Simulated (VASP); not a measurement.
# SrTe (Fm-3m) in VASP: further runs

SrTe is run at these levels: HSE06, PBE0; tasks: single point.

Everything below comes from runs of VASP 6.6.1. Logs are shortened: lines on timing, memory, paths and dates and some standing lists are left out, and cuts for length are marked.

## Step 1: The cell of the first run

The structure is cubic, space group Fm-3m (No. 225). The conventional cell has a = 6.706 Å, b = 6.706 Å, c = 6.706 Å, α = 90.00°, β = 90.00°, γ = 90.00°. Within 4.4 Å of Sr (site symmetry m-3m) lie 6 Te at 3.35 Å. Te (site symmetry m-3m) has 6 Sr at 3.35 Å within 4.4 Å.

## Step 2: Single point, HSE06

The input, POSCAR:

```
SrTe
1.0
    0.0000000000      3.3527582064      3.3527582064
    3.3527582064      0.0000000000      3.3527582064
    3.3527582064      3.3527582064      0.0000000000
Sr Te
1 1
Direct
    0.0000000000      0.0000000000      0.0000000000
    0.5000000000      0.5000000000      0.5000000000
```

The input, INCAR.step1:

```
PREC = Accurate
ENCUT = 400
EDIFF = 1E-5
ISMEAR = 0
SIGMA = 0.01
LREAL = F
LASPH = T
NELM = 120
ALGO = Normal
ISIF = 2
LWAVE = T
LCHARG = F
NBANDS = 15
GGA = PE
GGA_COMPAT = F
```

The input, INCAR.step2:

```
PREC = Accurate
ENCUT = 400
EDIFF = 1E-6
ISMEAR = 0
SIGMA = 0.01
LREAL = F
LASPH = T
NELM = 120
ALGO = Normal
ISIF = 2
LWAVE = F
LCHARG = F
GGA = PE
LHFCALC = T
HFSCREEN = 0.2079
PRECFOCK = Normal
NBANDS = 15
ISTART = 1
GGA_COMPAT = F
```

The input, KPOINTS:

```
regular mesh
0
Gamma
  4 4 4
```

Potentials or basis: VASP PAW PBE potentials, release 64 (Sr_sv, Te).

Run with:

```
> cat potpaw_PBE.64/Sr_sv/POTCAR potpaw_PBE.64/Te/POTCAR > POTCAR
> cp INCAR.step1 INCAR
> mpirun -np 1 vasp_std > vasp.out
> cp INCAR.step2 INCAR
> mpirun -np 1 vasp_std > vasp.out
```

OUTCAR:

```text
PREC = Accurate
   ENCUT = 400
   EDIFF = 1E-6
   ISMEAR = 0
   LREAL = F
   LASPH = T
   NELM = 120
   ISIF = 2
   GGA = PE
   LHFCALC = T
   HFSCREEN = 0.2079
   PRECFOCK = Normal
   ISTART = 1

 ion  position               nearest neighbor table
   1  0.000  0.000  0.000-   2 3.35   2 3.35   2 3.35   2 3.35   2 3.35   2 3.35
   2  0.500  0.500  0.500-   1 3.35   1 3.35   1 3.35   1 3.35   1 3.35   1 3.35

  LATTYP: Found a face centered cubic cell.
 ALAT       =     6.7055164128

  Lattice vectors:

 A1 = (   0.0000000000,   3.3527582064,   3.3527582064)
 A2 = (   3.3527582064,   0.0000000000,   3.3527582064)
 A3 = (   3.3527582064,   3.3527582064,   0.0000000000)

Analysis of symmetry for initial positions (statically):
=====================================================================
 Subroutine PRICEL returns:
 Original cell was already a primitive cell.

 Routine SETGRP: Setting up the symmetry group for a
 face centered cubic supercell.

 Subroutine GETGRP returns: Found 48 space group operations
 (whereof 48 operations were pure point group operations)
 out of a pool of 48 trial point group operations.

The static configuration has the point symmetry O_h .

Analysis of symmetry for dynamics (positions and initial velocities):
=====================================================================
 Subroutine PRICEL returns:
 Original cell was already a primitive cell.

 Routine SETGRP: Setting up the symmetry group for a
 face centered cubic supercell.

 Subroutine GETGRP returns: Found 48 space group operations
 (whereof 48 operations were pure point group operations)
 out of a pool of 48 trial point group operations.

The dynamic configuration has the point symmetry O_h .

 Subroutine INISYM returns: Found 48 space group operations
 (whereof 48 operations are pure point group operations),
 and found     1 'primitive' translations

----------------------------------------------------------------------------------------

                                     Primitive cell

  volume of cell :      75.3766

  direct lattice vectors                    reciprocal lattice vectors
     0.000000000  3.352758206  3.352758206    -0.149130945  0.149130945  0.149130945
     3.352758206  0.000000000  3.352758206     0.149130945 -0.149130945  0.149130945
     3.352758206  3.352758206  0.000000000     0.149130945  0.149130945 -0.149130945

  length of vectors
[... 84 lines left out ...]
     AMIX     =   0.40;   BMIX     =  1.00
     AMIX_MAG =   1.60;   BMIX_MAG =  1.00
  volume/ion in A,a.u.               =      37.69       254.33
  Fermi-wavevector in a.u.,A,eV,Ry     =   0.976568  1.845446 12.975679  0.953686
  Thomas-Fermi vector in A             =   2.107197
   LORBIT       =      0    0 simple, 1 ext, 2 COOP (PROOUT), +10 PAW based schemes
   GGA     = PE    functional components
   LHFCALC =     T    Hartree Fock is set to
   PRECFOCK=normal    Normal, Fast or Accurate (Low or Medium for compatibility)
   ENCUT4O =  -1.0   cutoff for four orbital integrals eV
   NKREDX  =     1    reduce k-point grid by
   NKREDY  =     1    reduce k-point grid by
   NKREDZ  =     1    reduce k-point grid by
   AEXX    =    0.2500 exact exchange contribution
   HFSCREEN=    0.2079 screening length (either q_TF or 0.3 A-1)
   HFSCREENC=   0.2079 screening length for correlation (either q_TF or 0.3 A-1)
   ENCUTFOCK=  -1.0 apply spherical cutoff to Coloumb kernel
   IVDW    =     0    specifies the selected vdW correction
   LEPSILON=     F    determine dielectric tensor
   LRPA    =     F    only Hartree local field effects (RPA)
 non-spin polarized calculation
 Gauss-broadening in eV      SIGMA  =   0.01
  energy-cutoff  :      400.00
  volume of cell :       75.38
 maximum number of plane-waves:      1384
 NGX is ok and might be reduce to    32
  NGX = 24; NGY = 24; NGZ = 24

 number of electron      16.0000001 magnetization

 Free energy of the ion-electron system (eV)
  ---------------------------------------------------
  ext. energy  EPLUGINS =         0.00000000
  ---------------------------------------------------
  free energy    TOTEN  =        -9.45410276 eV

  energy without entropy =       -9.45410276  energy(sigma->0) =       -9.45410276

 E-fermi :   2.3041     XC(G=0):  -7.0655

 val. band max:        2.1953426480   @ k =   0.0000   0.0000   0.0000
 cond. band min:       4.6876692854   @ k =   0.5000   0.5000   0.0000
 fundamental gap:      2.4923266375
 Fermi energy:         2.3041409464

 k-point     1 :       0.0000    0.0000    0.0000
  band No.  band energies     occupation
      1     -35.0291      2.00000
      2     -15.7346      2.00000
      3     -15.7346      2.00000
      4     -15.7346      2.00000
      5      -8.6164      2.00000
      6       2.1953      2.00000
      7       2.1953      2.00000
      8       2.1953      2.00000
      9       5.7134      0.00000
     10       6.3869      0.00000
     11       6.3869      0.00000
     12       6.3869      0.00000
     13       7.0537      0.00000
     14       7.0537      0.00000
[... 113 lines left out ...]
      2     -15.7974      2.00000
      3     -15.7974      2.00000
      4     -15.7781      2.00000
      5      -8.0060      2.00000
      6       0.5109      2.00000
      7       0.5109      2.00000
      8       0.6157      2.00000
      9       7.0293      0.00000
     10       7.0293      0.00000
     11       7.5483      0.00000
     12       8.9523      0.00000
     13       9.5304      0.00000
     14      10.6650      0.00000
     15      11.5908      0.00000

------------------------ aborting loop because EDIFF is reached ----------------------------------------

  FORCE on cell =-STRESS in cart. coord.  units (eV):
  Direction    XX          YY          ZZ          XY          YZ          ZX
  --------------------------------------------------------------------------------------
  -------------------------------------------------------------------------------------
  Total       -0.0719103     -0.0719103     -0.0719103      0.0000000      0.0000000     -0.0000000
  in kB       -1.5284991     -1.5284991     -1.5284991      0.0000000      0.0000000     -0.0000000
  external PRESSURE =      -1.5284991 kB  Pullay stress =       0.0000000 kB

 VOLUME and BASIS-vectors are now :
 -----------------------------------------------------------------------------
  energy-cutoff  :      400.00
  volume of cell :       75.38
      direct lattice vectors                 reciprocal lattice vectors
     0.000000000  3.352758206  3.352758206    -0.149130945  0.149130945  0.149130945
     3.352758206  0.000000000  3.352758206     0.149130945 -0.149130945  0.149130945
     3.352758206  3.352758206  0.000000000     0.149130945  0.149130945 -0.149130945

 POSITION                                       TOTAL-FORCE (eV/Angst)
 -----------------------------------------------------------------------------------
      0.00000      0.00000      0.00000         0.000000      0.000000      0.000000
      3.35276      3.35276      3.35276        -0.000000     -0.000000     -0.000000
 -----------------------------------------------------------------------------------
    total drift:                                0.000000      0.000000      0.000001

  FREE ENERGIE OF THE ION-ELECTRON SYSTEM (eV)
  ---------------------------------------------------
  free  energy   TOTEN  =        -9.4541027584 eV

  energy  without entropy=       -9.4541027584  energy(sigma->0) =       -9.45410276
```

OUTCAR.step1:

```text
PREC = Accurate
   ENCUT = 400
   EDIFF = 1E-5
   ISMEAR = 0
   LREAL = F
   LASPH = T
[... 346 lines left out ...]
 -----------------------------------------------------------------------------------
      0.00000      0.00000      0.00000        -0.000000     -0.000000      0.000000
      3.35276      3.35276      3.35276         0.000000      0.000000     -0.000000
 -----------------------------------------------------------------------------------
    total drift:                                0.000000     -0.000000     -0.000000

  FREE ENERGIE OF THE ION-ELECTRON SYSTEM (eV)
  ---------------------------------------------------
  free  energy   TOTEN  =        -8.2526592844 eV

  energy  without entropy=       -8.2526592844  energy(sigma->0) =       -8.25265928
```

Wall time 4.5 min (1 thread of Intel Xeon Platinum 8375C at 2.90GHz (Ice Lake), shared host); peak memory 0.28 GiB.

Results:

| Quantity | Value |
| --- | --- |
| Free energy | -9.4541 eV |
| Pressure | -0.2 GPa |
| Band gap on the k mesh | 2.49 eV, indirect (least direct gap 3.30 eV) |

Caveat: the PAW data sets were made with another functional, which shifts forces and pressure a little; spin-orbit coupling is left out, which moves the levels of the heavy elements. A k mesh can miss the band edges.

## Step 3: Single point, PBE0

POSCAR is that of step 2.

The input, INCAR.step1:

```
SYSTEM = SrTe
  PREC = Accurate
  ENCUT = 400
  EDIFF = 1E-5
  ISMEAR = 0
  SIGMA = 0.01
  LREAL = .False.
  LASPH = .True.
  NELM = 120
  ALGO = Normal
  ISIF = 2
  LWAVE = .True.
  LCHARG = .False.
  NBANDS = 15
  GGA = PE
  GGA_COMPAT = .False.
```

The input, INCAR.step2:

```
SYSTEM = SrTe
  PREC = Accurate
  ENCUT = 400
  EDIFF = 1E-6
  ISMEAR = 0
  SIGMA = 0.01
  LREAL = .False.
  LASPH = .True.
  NELM = 120
  ALGO = Normal
  ISIF = 2
  LWAVE = .False.
  LCHARG = .False.
  GGA = PE
  LHFCALC = .True.
  AEXX = 0.25
  PRECFOCK = Normal
  NBANDS = 15
  ISTART = 1
  GGA_COMPAT = .False.
```

The input, KPOINTS:

```
Automatic mesh
0
Gamma
  4 4 4
  0 0 0
```

Potentials or basis: VASP PAW PBE potentials, release 64 (Sr_sv, Te).

Run with:

```
> cat potpaw_PBE.64/Sr_sv/POTCAR potpaw_PBE.64/Te/POTCAR > POTCAR
> cp INCAR.step1 INCAR
> mpirun -np 1 vasp_std > vasp.out
> cp INCAR.step2 INCAR
> mpirun -np 1 vasp_std > vasp.out
```

OUTCAR:

```text
SYSTEM = SrTe
   PREC = Accurate
   ENCUT = 400
   EDIFF = 1E-6
   ISMEAR = 0
   LREAL = .False.
   LASPH = .True.
   NELM = 120
   ISIF = 2
   GGA = PE
   LHFCALC = .True.
   AEXX = 0.25
   PRECFOCK = Normal
   ISTART = 1

 ion  position               nearest neighbor table
   1  0.000  0.000  0.000-   2 3.35   2 3.35   2 3.35   2 3.35   2 3.35   2 3.35
   2  0.500  0.500  0.500-   1 3.35   1 3.35   1 3.35   1 3.35   1 3.35   1 3.35

  LATTYP: Found a face centered cubic cell.
 ALAT       =     6.7055164128

  Lattice vectors:

 A1 = (   0.0000000000,   3.3527582064,   3.3527582064)
 A2 = (   3.3527582064,   0.0000000000,   3.3527582064)
 A3 = (   3.3527582064,   3.3527582064,   0.0000000000)

Analysis of symmetry for initial positions (statically):
=====================================================================
 Subroutine PRICEL returns:
 Original cell was already a primitive cell.

 Routine SETGRP: Setting up the symmetry group for a
 face centered cubic supercell.

 Subroutine GETGRP returns: Found 48 space group operations
 (whereof 48 operations were pure point group operations)
 out of a pool of 48 trial point group operations.

The static configuration has the point symmetry O_h .

Analysis of symmetry for dynamics (positions and initial velocities):
=====================================================================
 Subroutine PRICEL returns:
 Original cell was already a primitive cell.

 Routine SETGRP: Setting up the symmetry group for a
 face centered cubic supercell.

 Subroutine GETGRP returns: Found 48 space group operations
 (whereof 48 operations were pure point group operations)
 out of a pool of 48 trial point group operations.

The dynamic configuration has the point symmetry O_h .

 Subroutine INISYM returns: Found 48 space group operations
 (whereof 48 operations are pure point group operations),
 and found     1 'primitive' translations

----------------------------------------------------------------------------------------

                                     Primitive cell

  volume of cell :      75.3766

  direct lattice vectors                    reciprocal lattice vectors
     0.000000000  3.352758206  3.352758206    -0.149130945  0.149130945  0.149130945
     3.352758206  0.000000000  3.352758206     0.149130945 -0.149130945  0.149130945
     3.352758206  3.352758206  0.000000000     0.149130945  0.149130945 -0.149130945

  length of vectors
     4.741516127  4.741516127  4.741516127     0.258302374  0.258302374  0.258302374

  position of ions in fractional coordinates (direct lattice)
     0.000000000  0.000000000  0.000000000
     0.500000000  0.500000000  0.500000000

  ion indices of the primitive-cell ions
   primitive index   ion index
                 1           1
                 2           2

----------------------------------------------------------------------------------------

 KPOINTS: Automatic mesh

Automatic generation of k-mesh.
 Grid dimensions read from file:
 generate k-points for:    4    4    4

 Generating k-lattice:

  Cartesian coordinates                     Fractional coordinates (reciprocal lattice)
[... 32 lines left out ...]
   NGXF,Y,Z  is equivalent  to a cutoff of  22.44, 22.44, 22.44 a.u.
 SYSTEM =  SrTe
   PREC   = accura    normal or accurate (medium, high low for compatibility)
   ISTART =      1    job   : 0-new  1-cont  2-samecut
   ICHARG =      0    charge: 1-file 2-atom 10-const
   ISPIN  =      1    spin polarized calculation?
   LNONCOLLINEAR =      F non collinear calculations
   LSORBIT =      F    spin-orbit coupling
   LASPH  =      T    aspherical Exc in radial PAW
   ENCUT  =  400.0 eV  29.40 Ry    5.42 a.u.   7.73  7.73  7.73*2*pi/ulx,y,z
   NELM   =    120;   NELMIN=  2; NELMDL=  0     # of ELM steps
   EDIFF  = 0.1E-05   stopping-criterion for ELM
   LREAL  =      F    real-space projection
   EDIFFG = 0.1E-04   stopping-criterion for IOM
   NSW    =      0    number of steps for IOM
   IBRION =     -1    ionic relax: 0-MD 1-quasi-New 2-CG
   NFREE  =      0    steps in history (QN), initial steepest desc. (CG)
   ISIF   =      2    stress and relaxation
   ISYM   =      3    0-nonsym 1-usesym 2-fastsym
   POTIM  = 0.5000    time-step for ionic-motion
   TEBEG  =    0.0;   TEEND  =   0.0 temperature during run
   PSTRESS=    0.0 pullay stress
   NELECT =      16.0000    total number of electrons
   NUPDOWN=      -1.0000    fix difference up-down
   EMIN   =  10.00;   EMAX   =-10.00  energy-range for DOS
   EFERMI =   0.00;   METHOD = LEGACY
   ISMEAR =     0;   SIGMA  =   0.01  broadening in eV -4-tet -1-fermi 0-gaus
   EFERMI_NEDOS =   21; number of points for ismear=-14 and -15
   IALGO  =     38    algorithm
   IMIX   =      1    mixing-type and parameters
     AMIX     =   0.40;   BMIX     =  1.00
     AMIX_MAG =   1.60;   BMIX_MAG =  1.00
  volume/ion in A,a.u.               =      37.69       254.33
  Fermi-wavevector in a.u.,A,eV,Ry     =   0.976568  1.845446 12.975679  0.953686
  Thomas-Fermi vector in A             =   2.107197
   LORBIT       =      0    0 simple, 1 ext, 2 COOP (PROOUT), +10 PAW based schemes
   GGA     = PE    functional components
   LHFCALC =     T    Hartree Fock is set to
   PRECFOCK=normal    Normal, Fast or Accurate (Low or Medium for compatibility)
   ENCUT4O =  -1.0   cutoff for four orbital integrals eV
   NKREDX  =     1    reduce k-point grid by
   NKREDY  =     1    reduce k-point grid by
   NKREDZ  =     1    reduce k-point grid by
   AEXX    =    0.2500 exact exchange contribution
   HFSCREEN=    0.0000 screening length (either q_TF or 0.3 A-1)
   HFSCREENC=   0.0000 screening length for correlation (either q_TF or 0.3 A-1)
   ENCUTFOCK=  -1.0 apply spherical cutoff to Coloumb kernel
   IVDW    =     0    specifies the selected vdW correction
   LEPSILON=     F    determine dielectric tensor
   LRPA    =     F    only Hartree local field effects (RPA)
 non-spin polarized calculation
 Gauss-broadening in eV      SIGMA  =   0.01
  energy-cutoff  :      400.00
  volume of cell :       75.38
 maximum number of plane-waves:      1384
 NGX is ok and might be reduce to    32
  NGX = 24; NGY = 24; NGZ = 24

 number of electron      16.0000001 magnetization

 Free energy of the ion-electron system (eV)
  ---------------------------------------------------
  ext. energy  EPLUGINS =         0.00000000
  ---------------------------------------------------
  free energy    TOTEN  =       -10.01825712 eV

  energy without entropy =      -10.01825712  energy(sigma->0) =      -10.01825712

 E-fermi :   1.9799     XC(G=0):  -6.6864

 val. band max:        1.8355585082   @ k =   0.0000   0.0000   0.0000
 cond. band min:       5.0187317924   @ k =   0.5000   0.5000   0.0000
 fundamental gap:      3.1831732842
 Fermi energy:         1.9798558440

 k-point     1 :       0.0000    0.0000    0.0000
  band No.  band energies     occupation
      1     -35.4556      2.00000
      2     -16.1499      2.00000
      3     -16.1499      2.00000
      4     -16.1499      2.00000
      5      -9.0407      2.00000
      6       1.8356      2.00000
      7       1.8356      2.00000
      8       1.8356      2.00000
      9       6.0323      0.00000
     10       6.7466      0.00000
     11       6.7466      0.00000
     12       6.7466      0.00000
     13       7.4148      0.00000
     14       7.4148      0.00000
[... 113 lines left out ...]
      2     -16.2140      2.00000
      3     -16.2140      2.00000
      4     -16.1940      2.00000
      5      -8.4247      2.00000
      6       0.1095      2.00000
      7       0.1095      2.00000
      8       0.2229      2.00000
      9       7.3901      0.00000
     10       7.3901      0.00000
     11       7.9089      0.00000
     12       9.3335      0.00000
     13       9.9189      0.00000
     14      11.0339      0.00000
     15      11.9862      0.00000

------------------------ aborting loop because EDIFF is reached ----------------------------------------

  FORCE on cell =-STRESS in cart. coord.  units (eV):
  Direction    XX          YY          ZZ          XY          YZ          ZX
  --------------------------------------------------------------------------------------
  -------------------------------------------------------------------------------------
  Total       -0.1090084     -0.1090084     -0.1090084     -0.0000000     -0.0000000      0.0000000
  in kB       -2.3170409     -2.3170409     -2.3170409     -0.0000000     -0.0000000      0.0000000
  external PRESSURE =      -2.3170409 kB  Pullay stress =       0.0000000 kB

 VOLUME and BASIS-vectors are now :
 -----------------------------------------------------------------------------
  energy-cutoff  :      400.00
  volume of cell :       75.38
      direct lattice vectors                 reciprocal lattice vectors
     0.000000000  3.352758206  3.352758206    -0.149130945  0.149130945  0.149130945
     3.352758206  0.000000000  3.352758206     0.149130945 -0.149130945  0.149130945
     3.352758206  3.352758206  0.000000000     0.149130945  0.149130945 -0.149130945

 POSITION                                       TOTAL-FORCE (eV/Angst)
 -----------------------------------------------------------------------------------
      0.00000      0.00000      0.00000        -0.000000     -0.000000      0.000000
      3.35276      3.35276      3.35276         0.000000      0.000000     -0.000000
 -----------------------------------------------------------------------------------
    total drift:                                0.000000      0.000000     -0.000000

  FREE ENERGIE OF THE ION-ELECTRON SYSTEM (eV)
  ---------------------------------------------------
  free  energy   TOTEN  =       -10.0182571196 eV

  energy  without entropy=      -10.0182571196  energy(sigma->0) =      -10.01825712
```

Wall time 4.1 min (1 thread of Intel Xeon Platinum 8375C at 2.90GHz (Ice Lake), shared host); peak memory 0.18 GiB.

What came out:

```
Free energy            : -10.0183 eV
Pressure               : -0.2 GPa
Band gap on the k mesh : 3.18 eV, indirect (least direct gap 4.01 eV)
```

Caveat: the PAW data sets were made with another functional, which shifts forces and pressure a little; spin-orbit coupling is left out, which moves the levels of the heavy elements.
